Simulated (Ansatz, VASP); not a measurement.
**Two plane-wave programs on ZrSi2**

```
Zr Si
1.0
     3.53541    0.00000    0.00000
     0.00000    3.53541    0.00000
     0.00000    0.00000    4.82579
Zr Si
1 2
Direct
  0.50000 0.50000 0.00000
  0.00000 0.00000 0.25690
  0.00000 0.00000 0.74310
```

Alike in both runs: functional PBE; k mesh 6 × 6 × 4; occupations gaussian, width 0.1 eV; no spin polarisation.

Ansatz relaxed the structure, and its values are those at the end. VASP's run is a single point on that final structure, the one shown.

|  | VASP | Ansatz |
| --- | --- | --- |
| version | VASP 6.6.1 | Ansatz 0.2.0 |
| potentials or method | VASP PAW PBE potentials, release 64 (Zr_sv, Si), cutoff 520 eV | scalar-relativistic, plane waves, PAW |
| valence electrons in the cell | 20 | 20 |

Ansatz gave:

- gap on the k mesh at the Fermi level (eV): none
- pressure (GPa): 0.0
- rms of the force components (eV/Å): 0.003

Task: Which values does VASP return?

Result: gap on the k mesh at the Fermi level (eV): none; pressure (GPa): 0.0; rms of the force components (eV/Å): 0.007.

A gap of «none» marks a metal or a gap that the smearing closes.
